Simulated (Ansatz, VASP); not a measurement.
## One calculation of SrO, two programs

Contents of INCAR:

```
SYSTEM = SrO
PREC = Accurate ; ENCUT = 520
EDIFF = 1E-7 ; ISMEAR = -1
SIGMA = 0.02 ; LREAL = .FALSE.
LASPH = .TRUE. ; NELM = 100
ALGO = Normal ; ISIF = 2
LWAVE = .FALSE. ; LCHARG = .TRUE.
GGA = PE ; LELF = .TRUE.
LVHAR = .TRUE. ; NBANDS = 15
```

File KPOINTS:

```
Automatic mesh
0
G
  8 8 8
  0 0 0
```

POSCAR

```
SrO
1.0
    0.0000000000      2.5698000000      2.6468940000
    2.5698000000      0.0000000000      2.6468940000
    2.5698000000      2.5698000000      0.0000000000
Sr O
1 1
Direct
    0.0000000000      0.0000000000      0.0000000000
    0.5000000000      0.5000000000      0.5000000000
```

Input for Ansatz:

```yaml
crystal:
  lattice:
    - [0.0, 2.5698, 2.646894]
    - [2.5698, 0.0, 2.646894]
    - [2.5698, 2.5698, 0.0]
  atoms:
    - { symbol: Sr, position: [0.0, 0.0, 0.0] }
    - { symbol: O, position: [0.5, 0.5, 0.5] }
kpoints:
  mp_grid: { grid: [8, 8, 8] }
  band_path:
    path:
      - [0.0, 0.0, 0.0]
      - [0.0, 0.5, 0.5]
      - [0.25, 0.75, 0.5]
      - [0.0, 0.5, 0.0]
      - [0.0, 0.0, 0.0]
      - [0.5, 0.5, 0.0]
      - [0.3678244886, 0.6321755114, 0.0]
      - [-0.3678244886, 0.3678244886, 0.0]
      - [0.0, 0.0, 0.0]
    npoints: 5
scf:
  occupations: { method: fermi_dirac, width: 0.02 }
hamiltonian:
  xc: pbe
  pseudopotentials: { kind: all_electron, lapw: { basis_error: 0.00025 } }
output:
  forces: true
  stress: true
  eigenvalues: true
```

Change from the starting cell: zz strain of +3 %.

Alike in both runs: task single point; functional PBE; k mesh 8 × 8 × 8; occupations fermi-dirac, width 0.02 eV; no spin polarisation.

```csv
,VASP,Ansatz
version,VASP 6.6.1,Ansatz 0.2.0
potentials or method,"VASP PAW PBE potentials, release 64 (Sr_sv, O), cutoff 520 eV","all-electron LAPW, scalar-relativistic"
```

Ansatz gave:

```
gap on the k mesh at the Fermi level (eV)                     : 3.26
pressure (GPa)                                                : 0.4
traceless stress, the component that is largest in VASP (GPa) : -2.16
```

**Question.** Estimate VASP's values.

**Answer.** gap on the k mesh at the Fermi level (eV): 3.22; pressure (GPa): 0.9; traceless stress, the component that is largest in VASP (GPa): -2.28.

Ansatz ran all-electron here, and VASP with PAW potentials.
